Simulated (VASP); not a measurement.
Ag: single point with LDA

The system is Ag.

```xyz
2
Lattice="2.7190 0.0000 0.0000 -1.3595 2.3547 0.0000 0.0000 0.0000 4.4160" Properties=species:S:1:pos:R:3 pbc="T T T"
Ag    0.0000    1.5698    1.1040
Ag    1.3595    0.7849    3.3120
```

This cell differs from its parent crystal: volume scaled by 0.88.

- Program: VASP 6.6.1
- Task: single point
- Functional: LDA
- Potentials or basis: VASP PAW LDA potentials, release 64 (Ag)
- Cutoff: 520 eV
- k mesh: 14 × 14 × 8
- Occupations: fermi-dirac, width 0.1 eV
- Spin: no spin polarisation
- Dipole correction: no
- Further INCAR settings: ALGO = Normal; EDIFF = 1e-07; NBANDS = 18

```yaml
Pressure: 25.0 GPa
Band_gap_on_the_k_mesh: zero (band 11 reaches 15.25 eV, above the bottom of band 12 at 7.45 eV)
```

Stress tensor (GPa, compression positive):
```
24.39  0.00  0.00
 0.00 24.39  0.00
 0.00  0.00 26.35
```

Levels at points of the mesh, in eV from the Fermi level:
| k point | band 7 | band 8 | band 9 | band 10 | band 11 | band 12 | band 13 | band 14 | band 15 | band 16 |
| --- | --- | --- | --- | --- | --- | --- | --- | --- | --- | --- |
| (0.00, 0.00, 0.00) | -5.07 | -4.61 | -4.61 | -3.16 | -3.16 | -0.90 | 4.86 | 16.04 | 18.28 | 18.65 |
| (0.50, 0.00, 0.00) | -4.37 | -2.99 | -2.87 | -2.78 | 0.13 | 2.07 | 7.83 | 8.09 | 11.21 | 11.48 |
| (0.00, 0.00, 0.50) | -5.32 | -5.32 | -3.60 | -3.60 | -3.60 | -3.60 | 12.77 | 12.77 | 16.52 | 16.52 |
| (0.50, 0.00, 0.50) | -3.29 | -3.29 | -2.86 | -2.86 | 0.54 | 0.54 | 5.81 | 5.81 | 15.12 | 15.12 |

Run time: 26 s on 1 thread of Intel(R) Xeon(R) Platinum 8488C (Sapphire Rapids), on a shared host, peak memory 0.16 GiB.
